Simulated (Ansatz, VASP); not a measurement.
**Two plane-wave programs on Al4Co**

INCAR

```
SYSTEM = Al4Co
PREC = Accurate
ENCUT = 520
EDIFF = 1E-6
ISMEAR = 0
SIGMA = 0.2
LREAL = .False.
LASPH = .True.
NELM = 100
ALGO = Fast
ISIF = 2
LWAVE = .False.
LCHARG = .True.
GGA = PE
LELF = .True.
LVHAR = .True.
NBANDS = 32
```

File KPOINTS:

```
regular mesh
0
Gamma
  6 6 4
  0 0 0
```

POSCAR

```
Al4Co
1.0
    4.1692517014      0.0000000000      0.0000000000
    0.0000000000      4.1692517014      0.0000000000
    0.0000000000      0.0000000000      8.9820333327
Al Co
8 2
Direct
    1.0000000000      0.0000000000      0.0000000000
    0.5000000000      0.5000000000      0.0000000000
    0.0000000000      0.5000000000      0.4847329479
    0.5000000000      0.0000000000      0.5152670521
    0.0000000000      0.0000000000      0.2939222802
    0.5000000000      0.5000000000      0.2939222802
    0.5000000000      0.5000000000      0.7060777198
    0.0000000000      0.0000000000      0.7060777198
    1.0000000000      0.5000000000      0.1756996739
    0.5000000000      0.0000000000      0.8243003261
```

Input for Ansatz:

```yaml
crystal:
  lattice:
    - [4.1692517014, 0.0, 0.0]
    - [0.0, 4.1692517014, 0.0]
    - [0.0, 0.0, 8.9820333327]
  atoms:
    - { symbol: Al, position: [1.0, 0.0, 0.0] }
    - { symbol: Al, position: [0.5, 0.5, 0.0] }
    - { symbol: Al, position: [0.0, 0.5, 0.4847329479] }
    - { symbol: Al, position: [0.5, 0.0, 0.5152670521] }
    - { symbol: Al, position: [0.0, 0.0, 0.2939222802] }
    - { symbol: Al, position: [0.5, 0.5, 0.2939222802] }
    - { symbol: Al, position: [0.5, 0.5, 0.7060777198] }
    - { symbol: Al, position: [0.0, 0.0, 0.7060777198] }
    - { symbol: Co, position: [1.0, 0.5, 0.1756996739] }
    - { symbol: Co, position: [0.5, 0.0, 0.8243003261] }
basis:
  ecutwfc: 420
kpoints:
  mp_grid: { grid: [6, 6, 4] }
hamiltonian:
  xc: pbe
scf:
  occupations: { method: gaussian, width: 0.2 }
  lower_state_search: "off"
output:
  forces: true
  stress: true
  eigenvalues: true
```

Alike in both runs: task single point; functional PBE; k mesh 6 × 6 × 4; occupations gaussian, width 0.2 eV; no spin polarisation.

|  | VASP | Ansatz |
| --- | --- | --- |
| version | VASP 6.6.1 | Ansatz 0.2.0 |
| potentials or method | VASP PAW PBE potentials, release 64 (Al, Co), cutoff 520 eV | scalar-relativistic, plane waves, PAW |
| valence electrons in the cell | 42 | 58 |

VASP gave:

- gap on the k mesh at the Fermi level (eV): none
- pressure (GPa): -0.1
- traceless stress, the component that is largest in VASP (GPa): -0.73
- rms of the force components (eV/Å): 0.039

Question: What did Ansatz give for the same quantities?

Answer: gap on the k mesh at the Fermi level (eV): none; pressure (GPa): 0.0; traceless stress, the component that is largest in VASP (GPa): -0.75; rms of the force components (eV/Å): 0.034.

Atom by atom the forces differ by 0.005 eV/Å (rms over components). A gap of «none» marks a metal or a gap that the smearing closes. VASP's potentials hold 42 valence electrons a cell and Ansatz's 58, so a difference there can come from the potentials and not from the codes.
